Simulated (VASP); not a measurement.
# Ni (I4/mmm) in VASP: a series of runs

Ni is run at these levels: LDA; tasks: single point.

All numbers are computed with VASP 6.6.1; they aren't measurements. Logs are shortened: lines on timing, memory, paths and dates and some standing lists are left out, and cuts for length are marked.

**1. The cell of the first run**

Symmetry: I4/mmm, No. 139, tetragonal system. Conventional cell: a = 2.500 Å, b = 2.500 Å, c = 3.571 Å, α = 90.00°, β = 90.00°, γ = 90.00°. Within 3.3 Å of Ni (site symmetry 4/mmm) lie 12 Ni at 2.50 to 2.51 Å.

**2. Single point, LDA, collinear spin, ferromagnetic start (zz strain of +1 %)**

File INCAR:

```
  ALGO = Normal
  EDIFF = 1E-6
  ENCUT = 520
  GGA = CA
  ISIF = 2
  ISMEAR = -1
  ISPIN = 2
  LASPH = True
  LCHARG = False
  LMAXMIX = 4
  LORBIT = 11
  LREAL = False
  LWAVE = False
  MAGMOM = 1.5
  NBANDS = 15
  NELM = 150
  PREC = Accurate
  SIGMA = 0.05
```

File KPOINTS:

```
k-points
0
Gamma
  20 20 20
```

File POSCAR:

```
Ni
1.0
    0.0000000000      1.7679500000      1.7856295000
    1.7679500000      0.0000000000      1.7856295000
    1.7679500000      1.7679500000      0.0000000000
Ni
1
Direct
    0.0000000000      0.0000000000      0.0000000000
```

Potentials or basis: VASP PAW LDA potentials, release 64 (Ni).

On the command line:

```
cat potpaw_LDA.64/Ni/POTCAR > POTCAR
mpirun -np 1 vasp_std > vasp.out
```

OUTCAR:

```text
EDIFF = 1E-6
   ENCUT = 520
   GGA = CA
   ISIF = 2
   ISMEAR = -1
   ISPIN = 2
   LASPH = True
   LORBIT = 11
   LREAL = False
   NELM = 150
   PREC = Accurate

 ion  position               nearest neighbor table
   1  0.000  0.000  0.000-

  LATTYP: Found a body centered tetragonal cell.
 ALAT       =     2.5002588676
 C/A-ratio  =     1.4283556980

  Lattice vectors:

 A1 = (  -1.7679500000,   0.0000000000,   1.7856295000)
 A2 = (   1.7679500000,   0.0000000000,   1.7856295000)
 A3 = (   0.0000000000,   1.7679500000,  -1.7856295000)

Analysis of symmetry for initial positions (statically):
=====================================================================
 Subroutine PRICEL returns:
 Original cell was already a primitive cell.

 Routine SETGRP: Setting up the symmetry group for a
 body centered tetragonal supercell.

 Subroutine GETGRP returns: Found 16 space group operations
 (whereof 16 operations were pure point group operations)
 out of a pool of 16 trial point group operations.

The static configuration has the point symmetry D_4h.

Analysis of symmetry for dynamics (positions and initial velocities):
=====================================================================
 Subroutine PRICEL returns:
 Original cell was already a primitive cell.

 Routine SETGRP: Setting up the symmetry group for a
 body centered tetragonal supercell.

 Subroutine GETGRP returns: Found 16 space group operations
 (whereof 16 operations were pure point group operations)
 out of a pool of 16 trial point group operations.

The dynamic configuration has the point symmetry D_4h.

Analysis of structural, dynamic, and magnetic symmetry:
=====================================================================
 Subroutine PRICEL returns:
 Original cell was already a primitive cell.

 Routine SETGRP: Setting up the symmetry group for a
 body centered tetragonal supercell.

 Subroutine GETGRP returns: Found 16 space group operations
 (whereof 16 operations were pure point group operations)
 out of a pool of 16 trial point group operations.

The overall configuration has the point symmetry D_4h.

 Subroutine INISYM returns: Found 16 space group operations
 (whereof 16 operations are pure point group operations),
 and found     1 'primitive' translations

----------------------------------------------------------------------------------------

                                     Primitive cell

  volume of cell :      11.1625

  direct lattice vectors                    reciprocal lattice vectors
     0.000000000  1.767950000  1.785629500    -0.282813428  0.282813428  0.280013295
     1.767950000  0.000000000  1.785629500     0.282813428 -0.282813428  0.280013295
[... 117 lines left out ...]
 maximum number of plane-waves:       312
   NGX =  9   NGY =  9   NGZ =  9

 number of electron      10.0000008 magnetization       0.6127069

 Free energy of the ion-electron system (eV)
  ---------------------------------------------------
  ext. energy  EPLUGINS =         0.00000000
  ---------------------------------------------------
  free energy    TOTEN  =        -6.50447007 eV

  energy without entropy =       -6.48881527  energy(sigma->0) =       -6.49664267

 E-fermi :   8.6597     XC(G=0): -13.4609

 val. band max:        8.6544981272   @ k =   0.4000  -0.0000   0.0000
 cond. band min:       8.6609788979   @ k =   0.4500   0.1500   0.0500
 fundamental gap:      0.0064807707
 Fermi energy:         8.6597021884

 spin component 1

 k-point     1 :       0.0000    0.0000    0.0000
  band No.  band energies     occupation
      1      -0.1416      1.00000
      2       6.3364      1.00000
      3       6.3963      1.00000
      4       6.3963      1.00000
      5       7.4525      1.00000
      6       7.5167      1.00000
      7      32.2376      0.00000
      8      35.7235      0.00000
      9      35.8095      0.00000
     10      35.8095      0.00000
     11      38.6516      0.00000
     12      38.6516      0.00000
     13      38.7019      0.00000
     14      41.9095      0.00000
[... 403 lines left out ...]
      4       6.6181      1.00000
      5       7.8256      1.00000
      6       8.1745      0.99994
      7      17.6235      0.00000
      8      29.9184      0.00000
      9      32.4538      0.00000
     10      34.1512      0.00000
     11      36.2894      0.00000
     12      37.8483      0.00000
     13      41.8768      0.00000
     14      48.4871      0.00000
     15      50.1384      0.00000

 [... further k-points ...]

 spin component 2

 k-point     1 :       0.0000    0.0000    0.0000
  band No.  band energies     occupation
      1      -0.1025      1.00000
      2       6.9604      1.00000
      3       7.0200      1.00000
      4       7.0200      1.00000
      5       8.0292      1.00000
      6       8.0932      0.99999
      7      32.2145      0.00000
      8      35.7708      0.00000
      9      35.8626      0.00000
     10      35.8626      0.00000
     11      38.8104      0.00000
     12      38.8104      0.00000
     13      38.8664      0.00000
     14      41.8810      0.00000
[... 403 lines left out ...]
      4       7.0998      1.00000
      5       8.4664      0.97949
      6       8.7907      0.06781
      7      17.8718      0.00000
      8      29.9874      0.00000
      9      32.5003      0.00000
     10      34.2792      0.00000
     11      36.4026      0.00000
     12      37.9465      0.00000
     13      42.0012      0.00000
     14      48.6015      0.00000
     15      50.3503      0.00000

 [... further k-points ...]
[... 5 lines left out ...]
  --------------------------------------------------------------------------------------
  -------------------------------------------------------------------------------------
  Total       -1.4134187     -1.4134187     -1.4873833      0.0000000      0.0000000     -0.0000000
  in kB     -202.8710718   -202.8710718   -213.4873692      0.0000000      0.0000000     -0.0000000
  external PRESSURE =    -206.4098376 kB  Pullay stress =       0.0000000 kB

 VOLUME and BASIS-vectors are now :
 -----------------------------------------------------------------------------
  energy-cutoff  :      520.00
  volume of cell :       11.16
      direct lattice vectors                 reciprocal lattice vectors
     0.000000000  1.767950000  1.785629500    -0.282813428  0.282813428  0.280013295
     1.767950000  0.000000000  1.785629500     0.282813428 -0.282813428  0.280013295
     1.767950000  1.767950000  0.000000000     0.282813428  0.282813428 -0.280013295

 POSITION                                       TOTAL-FORCE (eV/Angst)
 -----------------------------------------------------------------------------------
      0.00000      0.00000      0.00000         0.000000      0.000000      0.000000
 -----------------------------------------------------------------------------------
    total drift:                                0.000000      0.000000      0.000000

  FREE ENERGIE OF THE ION-ELECTRON SYSTEM (eV)
  ---------------------------------------------------
  free  energy   TOTEN  =        -6.5044700683 eV

  energy  without entropy=       -6.4888152695  energy(sigma->0) =       -6.49664267

 total charge

# of ion       s       p       d       tot
------------------------------------------
    1        0.489   0.474   8.314   9.276

 magnetization (x)

# of ion       s       p       d       tot
------------------------------------------
    1       -0.005  -0.018   0.642   0.619
```

OSZICAR:

```text
N       E                     dE             d eps       ncg     rms          rms(c)
DAV:   1     0.321454129163E+02    0.32145E+02   -0.42056E+03 41031   0.857E+02
DAV:   2    -0.609813800018E+01   -0.38244E+02   -0.35388E+02 43927   0.161E+02
DAV:   3    -0.756489014148E+01   -0.14668E+01   -0.14541E+01 46958   0.312E+01
DAV:   4    -0.757414025616E+01   -0.92501E-02   -0.92487E-02 47246   0.235E+00
DAV:   5    -0.757426338325E+01   -0.12313E-03   -0.12312E-03 47636   0.244E-01    0.103E+01
DAV:   6    -0.695219416040E+01    0.62207E+00   -0.15206E+01 55876   0.439E+01    0.668E+00
DAV:   7    -0.652243061380E+01    0.42976E+00   -0.30549E+00 52046   0.173E+01    0.168E+00
DAV:   8    -0.650878376280E+01    0.13647E-01   -0.22950E-02 45654   0.916E-01    0.876E-01
DAV:   9    -0.650545942204E+01    0.33243E-02   -0.20158E-03 64144   0.248E-01    0.291E-01
DAV:  10    -0.650448610931E+01    0.97331E-03   -0.11247E-03 67010   0.179E-01    0.379E-02
DAV:  11    -0.650447012532E+01    0.15984E-04   -0.21515E-05 56147   0.299E-02    0.257E-02
DAV:  12    -0.650447006826E+01    0.57066E-07   -0.54104E-06 40165   0.121E-02
   1 F= -.65044701E+01 E0= -.64966427E+01  d E =-.156548E-01  mag=     0.6122
```

It took 87 s on 1 thread of Intel Xeon 6975P-C (Granite Rapids), shared host; peak memory 0.25 GiB.

What came out:

```
Free energy                                           : -6.5045 eV
Pressure                                              : -20.6 GPa
Net moment                                            : 0.61 μB per cell
Site moments                                          : Ni +0.62 μB
Valence electrons inside the program's atomic spheres : Ni 9.28
```

Stress tensor (GPa, compression positive):
```
-20.29   0.00   0.00
  0.00 -20.29   0.00
  0.00   0.00 -21.35
```

Levels at points of the mesh, in eV from the Fermi level:
Spin up:
```tsv
k point	band 1	band 2	band 3	band 4	band 5	band 6	band 7	band 8	band 9	band 10
(0.00, 0.00, 0.00)	-8.80	-2.32	-2.26	-2.26	-1.21	-1.14	23.58	27.06	27.15	27.15
(0.50, 0.00, 0.00)	-4.65	-2.31	-2.25	-0.53	-0.50	-0.20	5.54	22.09	23.98	24.29
(0.50, 0.50, 0.00)	-4.46	-3.99	-0.48	-0.37	-0.37	2.30	8.87	14.70	14.70	19.64
(0.50, 0.00, 0.50)	-4.45	-4.00	-0.49	-0.39	-0.35	2.52	9.14	14.46	14.46	19.44
```
Spin down:
| k point | band 2 | band 3 | band 4 | band 5 | band 6 | band 7 | band 8 | band 9 |
| --- | --- | --- | --- | --- | --- | --- | --- | --- |
| (0.00, 0.00, 0.00) | -1.70 | -1.64 | -1.64 | -0.63 | -0.57 | 23.55 | 27.11 | 27.20 |
| (0.50, 0.00, 0.00) | -1.75 | -1.69 | -0.17 | 0.13 | 0.16 | 5.92 | 22.06 | 24.09 |
| (0.50, 0.50, 0.00) | -3.46 | 0.12 | 0.33 | 0.33 | 2.34 | 9.15 | 14.77 | 14.77 |
| (0.50, 0.00, 0.50) | -3.47 | 0.11 | 0.32 | 0.36 | 2.57 | 9.41 | 14.53 | 14.53 |

Caveat: the cell differs from its parent crystal (zz strain of +1 %); the cell stands under tension.

**3. Single point, LDA, collinear spin, ferromagnetic start (zz strain of +2 %)**

File INCAR:

```
PREC = Accurate
ENCUT = 520
EDIFF = 1E-6
ISMEAR = -1
SIGMA = 0.05
LREAL = False
LASPH = True
NELM = 150
ALGO = Normal
ISIF = 2
LWAVE = False
LCHARG = True
ISPIN = 2
MAGMOM = 1.5
LORBIT = 11
LMAXMIX = 4
GGA = CA
LELF = True
LVHAR = True
NBANDS = 15
```

File KPOINTS:

```
regular mesh
0
Gamma
  20 20 20
```

File POSCAR:

```
Ni
1.0
    0.0000000000      1.7679500000      1.8033090000
    1.7679500000      0.0000000000      1.8033090000
    1.7679500000      1.7679500000      0.0000000000
Ni
1
Direct
    0.0000000000      0.0000000000      0.0000000000
```

Potentials or basis: VASP PAW LDA potentials, release 64 (Ni).

On the command line:

```
cat potpaw_LDA.64/Ni/POTCAR > POTCAR
mpirun -np 1 vasp_std > vasp.out
```

Run time: 94 s. Hardware: 1 thread of Intel Xeon 6975P-C (Granite Rapids), shared host; peak memory 0.25 GiB.

The run converged. Its results:

```yaml
Free_energy: -6.4890 eV
Pressure: -22.0 GPa
Net_moment: 0.61 μB per cell
Site_moments: Ni +0.62 μB
Valence_electrons_inside_the_program's_atomic_spheres: Ni 9.26
```

Stress tensor (GPa, compression positive):
```
-21.30   0.00   0.00
  0.00 -21.30   0.00
  0.00   0.00 -23.39
```

Levels at points of the mesh, in eV from the Fermi level:
Spin up:
```tsv
k point	band 3	band 4	band 5	band 6	band 7	band 8
(0.00, 0.00, 0.00)	-2.22	-2.22	-1.23	-1.10	23.50	26.86
(0.50, 0.00, 0.00)	-2.20	-0.54	-0.49	-0.18	5.47	21.94
(0.50, 0.50, 0.00)	-0.48	-0.38	-0.38	2.15	8.61	14.77
(0.50, 0.00, 0.50)	-0.49	-0.41	-0.34	2.59	9.14	14.29
```
Spin down:
| k point | band 3 | band 4 | band 5 | band 6 | band 7 | band 8 |
| --- | --- | --- | --- | --- | --- | --- |
| (0.00, 0.00, 0.00) | -1.59 | -1.59 | -0.65 | -0.53 | 23.48 | 26.90 |
| (0.50, 0.00, 0.00) | -1.63 | -0.16 | 0.12 | 0.17 | 5.85 | 21.91 |
| (0.50, 0.50, 0.00) | 0.12 | 0.33 | 0.33 | 2.19 | 8.89 | 14.84 |
| (0.50, 0.00, 0.50) | 0.11 | 0.29 | 0.38 | 2.63 | 9.41 | 14.36 |

Caveat: the cell differs from its parent crystal (zz strain of +2 %); the cell stands under tension.
